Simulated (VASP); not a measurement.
# SiC3 (P-4m2) in VASP: further runs, part 2 of 2

VASP 6.6.1.

### Step 3. Single point, r2SCAN (8.48 Å³/atom)

This run uses another cell than the first one, of 8.48 Å³/atom.

The input, POSCAR:

```
SiC3
1.0
    2.8512459979      0.0000000000      0.0000000000
    0.0000000000      2.8512459979      0.0000000000
    0.0000000000      0.0000000000      4.1702608998
C Si
3 1
Direct
    0.5000000000      0.0000000000      0.7862689763
    0.5000000000      0.5000000000      0.0000000000
    0.0000000000      0.5000000000      0.2137310237
    0.0000000000      0.0000000000      0.5000000000
```

The input, INCAR.step1:

```
PREC = Accurate
ENCUT = 520
ISMEAR = 0
SIGMA = 0.01
LREAL = False
LASPH = True
NELM = 80
NBANDS = 16
GGA = PE
ALGO = Normal
EDIFF = 1E-4
LWAVE = True
LCHARG = False
```

The input, INCAR.step2:

```
PREC = Accurate
ENCUT = 520
EDIFF = 1E-6
ISMEAR = 0
SIGMA = 0.01
LREAL = False
LASPH = True
NELM = 80
ALGO = Normal
ISIF = 2
LWAVE = False
LCHARG = False
METAGGA = R2SCAN
LMIXTAU = True
NBANDS = 16
ISTART = 1
```

The input, KPOINTS:

```
Automatic mesh
0
Gamma
  8 8 6
```

Potentials or basis: VASP PAW PBE potentials, release 64 (C, Si).

Launch:

```sh
> cat potpaw_PBE.64/C/POTCAR potpaw_PBE.64/Si/POTCAR > POTCAR
> cp INCAR.step1 INCAR
> mpirun -np 1 vasp_std > vasp.out
> cp INCAR.step2 INCAR
> mpirun -np 1 vasp_std > vasp.out
```

OUTCAR:

```text
PREC = Accurate
   ENCUT = 520
   EDIFF = 1E-6
   ISMEAR = 0
   LREAL = False
   LASPH = True
   NELM = 80
   ISIF = 2
   METAGGA = R2SCAN
   ISTART = 1

 ion  position               nearest neighbor table
   1  0.500  0.000  0.786-   2 1.68   2 1.68   4 1.86   4 1.86
   2  0.500  0.500  0.000-   1 1.68   3 1.68   1 1.68   3 1.68
   3  0.000  0.500  0.214-   2 1.68   2 1.68   4 1.86   4 1.86
   4  0.000  0.000  0.500-   1 1.86   3 1.86   3 1.86   1 1.86

  LATTYP: Found a simple tetragonal cell.
 ALAT       =     2.8512459979
 C/A-ratio  =     1.4626099968

  Lattice vectors:

 A1 = (   2.8512459979,   0.0000000000,   0.0000000000)
 A2 = (   0.0000000000,   2.8512459979,   0.0000000000)
 A3 = (   0.0000000000,   0.0000000000,   4.1702608998)

Analysis of symmetry for initial positions (statically):
=====================================================================
 Subroutine PRICEL returns:
 Original cell was already a primitive cell.

 Routine SETGRP: Setting up the symmetry group for a
 simple tetragonal supercell.

 Subroutine GETGRP returns: Found  8 space group operations
 (whereof  8 operations were pure point group operations)
 out of a pool of 16 trial point group operations.

The static configuration has the point symmetry D_2d.

Analysis of symmetry for dynamics (positions and initial velocities):
=====================================================================
 Subroutine PRICEL returns:
 Original cell was already a primitive cell.

 Routine SETGRP: Setting up the symmetry group for a
 simple tetragonal supercell.

 Subroutine GETGRP returns: Found  8 space group operations
 (whereof  8 operations were pure point group operations)
 out of a pool of 16 trial point group operations.

The dynamic configuration has the point symmetry D_2d.

[... 121 lines left out ...]
     AMIX     =   0.40;   BMIX     =  1.00
     AMIX_MAG =   1.60;   BMIX_MAG =  1.00
  volume/ion in A,a.u.               =       8.48        57.20
  Fermi-wavevector in a.u.,A,eV,Ry     =   1.274590  2.408626 22.103760  1.624581
  Thomas-Fermi vector in A             =   2.407350
   LORBIT       =      0    0 simple, 1 ext, 2 COOP (PROOUT), +10 PAW based schemes
   METAGGA = R2SCAN    functional components
   LHFCALC =     F    Hartree Fock is set to
   AEXX    =    0.0000 exact exchange contribution
   IVDW    =     0    specifies the selected vdW correction
   LEPSILON=     F    determine dielectric tensor
   LRPA    =     F    only Hartree local field effects (RPA)
 non-spin polarized calculation
 Gauss-broadening in eV      SIGMA  =   0.01
  energy-cutoff  :      520.00
  volume of cell :       33.90
 maximum number of plane-waves:       936
 NGX is ok and might be reduce to    24
   NGX = 11   NGY = 11   NGZ = 15

 number of electron      15.9999998 magnetization

 Free energy of the ion-electron system (eV)
  ---------------------------------------------------
  ext. energy  EPLUGINS =         0.00000000
  ---------------------------------------------------
  free energy    TOTEN  =       -36.63542476 eV

  energy without entropy =      -36.63542476  energy(sigma->0) =      -36.63542476

 E-fermi :   8.6530     XC(G=0): -12.5508

 val. band max:        8.5943301153   @ k =   0.0000   0.0000   0.0000
 cond. band min:      10.3937531107   @ k =   0.3750   0.3750   0.0000
 fundamental gap:      1.7994229954
 Fermi energy:         8.6530204543

 k-point     1 :       0.0000    0.0000    0.0000
  band No.  band energies     occupation
      1     -10.4551      2.00000
      2      -3.9099      2.00000
      3      -2.4242      2.00000
      4       3.2068      2.00000
      5       3.2068      2.00000
      6       7.9636      2.00000
[... 433 lines left out ...]
      3      -1.2714      2.00000
      4       0.2734      2.00000
      5       3.2008      2.00000
      6       3.8216      2.00000
[... 8 lines left out ...]
     15      19.0251      0.00000
     16      21.3317      0.00000

 [... further k-points ...]

------------------------ aborting loop because EDIFF is reached ----------------------------------------

  FORCE on cell =-STRESS in cart. coord.  units (eV):
  Direction    XX          YY          ZZ          XY          YZ          ZX
  --------------------------------------------------------------------------------------
  -------------------------------------------------------------------------------------
  Total       -3.1052410     -3.1052410     -3.5558542      0.0000000      0.0000000      0.0000000
  in kB     -146.7483699   -146.7483699   -168.0435815      0.0000000      0.0000000      0.0000000
  external PRESSURE =    -153.8467738 kB  Pullay stress =       0.0000000 kB

 VOLUME and BASIS-vectors are now :
 -----------------------------------------------------------------------------
  energy-cutoff  :      520.00
  volume of cell :       33.90
      direct lattice vectors                 reciprocal lattice vectors
     2.851245998  0.000000000  0.000000000     0.350723859  0.000000000  0.000000000
     0.000000000  2.851245998  0.000000000     0.000000000  0.350723859  0.000000000
     0.000000000  0.000000000  4.170260900     0.000000000  0.000000000  0.239793151

 POSITION                                       TOTAL-FORCE (eV/Angst)
 -----------------------------------------------------------------------------------
      1.42562      0.00000      3.27895         0.000000     -0.000000     -0.325439
      1.42562      1.42562      0.00000         0.000000      0.000000      0.000000
      0.00000      1.42562      0.89131         0.000000     -0.000000      0.325439
      0.00000      0.00000      2.08513         0.000000     -0.000000      0.000000
 -----------------------------------------------------------------------------------
    total drift:                                0.000000     -0.000000     -0.000000

  FREE ENERGIE OF THE ION-ELECTRON SYSTEM (eV)
  ---------------------------------------------------
  free  energy   TOTEN  =       -36.6354247572 eV

  energy  without entropy=      -36.6354247572  energy(sigma->0) =      -36.63542476
```

OUTCAR.step1:

```text
PREC = Accurate
   ENCUT = 520
   ISMEAR = 0
   LREAL = False
   LASPH = True
[... 685 lines left out ...]
      1.42562      0.00000      3.27895         0.000000      0.000000      0.027137
      1.42562      1.42562      0.00000        -0.000000      0.000000     -0.000000
      0.00000      1.42562      0.89131        -0.000000      0.000000     -0.027137
      0.00000      0.00000      2.08513        -0.000000      0.000000     -0.000000
 -----------------------------------------------------------------------------------
    total drift:                                0.000000     -0.000000      0.000000

  FREE ENERGIE OF THE ION-ELECTRON SYSTEM (eV)
  ---------------------------------------------------
  free  energy   TOTEN  =       -31.0282270393 eV

  energy  without entropy=      -31.0282270393  energy(sigma->0) =      -31.02822704
```

OSZICAR.step1:

```text
N       E                     dE             d eps       ncg     rms          rms(c)
DAV:   1     0.264539662716E+02    0.26454E+02   -0.75103E+03  1920   0.917E+02
DAV:   2    -0.305894572181E+02   -0.57043E+02   -0.51581E+02  2656   0.171E+02
DAV:   3    -0.328624360181E+02   -0.22730E+01   -0.22614E+01  2384   0.307E+01
DAV:   4    -0.328758065153E+02   -0.13370E-01   -0.13366E-01  2496   0.288E+00
DAV:   5    -0.328759230062E+02   -0.11649E-03   -0.11648E-03  2360   0.248E-01    0.979E+00
DAV:   6    -0.312137240816E+02    0.16622E+01   -0.20669E+00  2432   0.101E+01    0.493E+00
DAV:   7    -0.310511957591E+02    0.16253E+00   -0.42212E-01  2608   0.424E+00    0.229E+00
DAV:   8    -0.310276513398E+02    0.23544E-01   -0.50478E-02  2200   0.156E+00    0.529E-01
DAV:   9    -0.310280140933E+02   -0.36275E-03   -0.50116E-03  2576   0.580E-01    0.144E-01
DAV:  10    -0.310281922258E+02   -0.17813E-03   -0.10268E-03  2336   0.240E-01    0.402E-02
DAV:  11    -0.310282270393E+02   -0.34814E-04   -0.61403E-05  1440   0.672E-02
   1 F= -.31028227E+02 E0= -.31028227E+02  d E =-.951597E-63
```

It took 98 s on 1 thread of Intel Xeon 8259CL, shared host; peak memory 0.16 GiB.

What came out:

- Free energy: -36.6354 eV
- Pressure: -15.4 GPa
- Largest force: 0.325 eV/Å
- Band gap on the k mesh: 1.80 eV (least direct gap 2.12 eV)

Forces on the atoms (eV/Å):
```
C    0.000  0.000 -0.325
C    0.000  0.000  0.000
C    0.000  0.000  0.325
Si   0.000  0.000  0.000
```

Caveat: the cell stands under tension; the PAW data sets were made with another functional, which shifts forces and pressure a little.

### Step 4. Single point, r2SCAN

This run uses another cell than the first one, of 8.00 Å³/atom.

The input, POSCAR:

```
SiC3
1.0
    2.7964006878      0.0000000000      0.0000000000
    0.0000000000      2.7964006878      0.0000000000
    0.0000000000      0.0000000000      4.0900436009
C Si
3 1
Direct
    0.5000000000      0.0000000000      0.7862689763
    0.5000000000      0.5000000000      0.0000000000
    0.0000000000      0.5000000000      0.2137310237
    0.0000000000      0.0000000000      0.5000000000
```

The input, INCAR.step1:

```
SYSTEM = SiC3
ALGO     = Normal         ! electronic algorithm
EDIFF    = 1E-4           ! SCF threshold, eV
ENCUT    = 520            ! plane-wave cutoff, eV
GGA      = PE             ! functional
ISMEAR   = 0              ! smearing method
LASPH    = .TRUE.         ! aspherical terms in the spheres
LCHARG   = .FALSE.        ! write CHGCAR
LREAL    = .FALSE.        ! projectors in reciprocal space
LWAVE    = .TRUE.         ! write WAVECAR
NBANDS   = 16             ! bands
NELM     = 100            ! most SCF steps
PREC     = Accurate       ! precision mode
SIGMA    = 0.01           ! smearing width, eV
```

The input, INCAR.step2:

```
SYSTEM = SiC3
ALGO     = Normal         ! electronic algorithm
EDIFF    = 1E-6           ! SCF threshold, eV
ENCUT    = 520            ! plane-wave cutoff, eV
ISIF     = 2              ! what is computed and relaxed
ISMEAR   = 0              ! smearing method
ISTART   = 1            
LASPH    = .TRUE.         ! aspherical terms in the spheres
LCHARG   = .FALSE.        ! write CHGCAR
LMIXTAU  = .TRUE.       
LREAL    = .FALSE.        ! projectors in reciprocal space
LWAVE    = .FALSE.        ! write WAVECAR
METAGGA  = R2SCAN         ! meta-GGA
NBANDS   = 16             ! bands
NELM     = 100            ! most SCF steps
PREC     = Accurate       ! precision mode
SIGMA    = 0.01           ! smearing width, eV
```

The input, KPOINTS:

```
k-points
0
G
  10 10 6
  0 0 0
```

Launch:

```sh
> cat potpaw_PBE.64/C/POTCAR potpaw_PBE.64/Si/POTCAR > POTCAR
> cp INCAR.step1 INCAR
> mpirun -np 1 vasp_std > vasp.out
> cp INCAR.step2 INCAR
> mpirun -np 1 vasp_std > vasp.out
```

Run time: 1.9 min. Hardware: 1 thread of Intel Xeon 8259CL, shared host; peak memory 0.17 GiB.

It converged, with:

| Item | Value |
| --- | --- |
| Free energy | -36.7317 eV |
| Pressure | 0.0 GPa |
| Largest force | 0.045 eV/Å |
| Band gap on the k mesh | 1.68 eV (least direct gap 2.15 eV) |

Forces in eV/Å, atoms in the order of the input:
```
C    0.000  0.000 -0.045
C    0.000  0.000  0.000
C    0.000  0.000  0.045
Si   0.000  0.000  0.000
```

Stress tensor (GPa, compression positive):
```
 0.08  0.00  0.00
 0.00  0.08  0.00
 0.00  0.00 -0.14
```

Levels at points of the mesh, in eV from the valence-band top:
```
           k point  band 6  band 7  band 8  band 9  band 10  band 11
(0.00, 0.00, 0.00)   -0.67    0.00    0.00    2.15     3.11     5.47
(0.50, 0.00, 0.00)   -6.45   -4.12   -0.94    5.05     6.33     6.64
(0.50, 0.50, 0.00)   -5.55   -5.55   -4.12    1.97     1.97     2.22
(0.00, 0.00, 0.50)   -4.20   -1.53   -1.53    2.94     3.28     6.53
(0.50, 0.00, 0.50)   -2.80   -2.38   -0.82    3.26     6.01     6.60
(0.50, 0.50, 0.50)   -6.96   -6.96   -6.60    5.98     5.98     6.59
```

Caveat: the PAW data sets were made with another functional, which shifts forces and pressure a little. A k mesh can miss the band edges.

### Step 5. The runs side by side

```tsv
cell	k mesh	gap on the mesh (eV)	pressure (GPa)	largest force (eV/Å)
a = 2.824, b = 2.824, c = 4.131 Å, 4 atoms	8 × 8 × 6	1.79	-8.3	0.19
a = 2.851, b = 2.851, c = 4.170 Å, 4 atoms	8 × 8 × 6	1.80	-15.4	0.33
a = 2.796, b = 2.796, c = 4.090 Å, 4 atoms	10 × 10 × 6	1.68	0.0	0.05
```

Alike in all rows: task single point; level r2SCAN; potentials or basis VASP PAW PBE potentials, release 64 (C, Si); no spin polarisation; cutoff (eV) 520; smearing gaussian 0.01 eV.

Caveats: the PAW data sets were made with another functional, which shifts forces and pressure a little; the cell stands under tension (at least some runs).

Absolute energies hang on the potentials; compare differences alone.
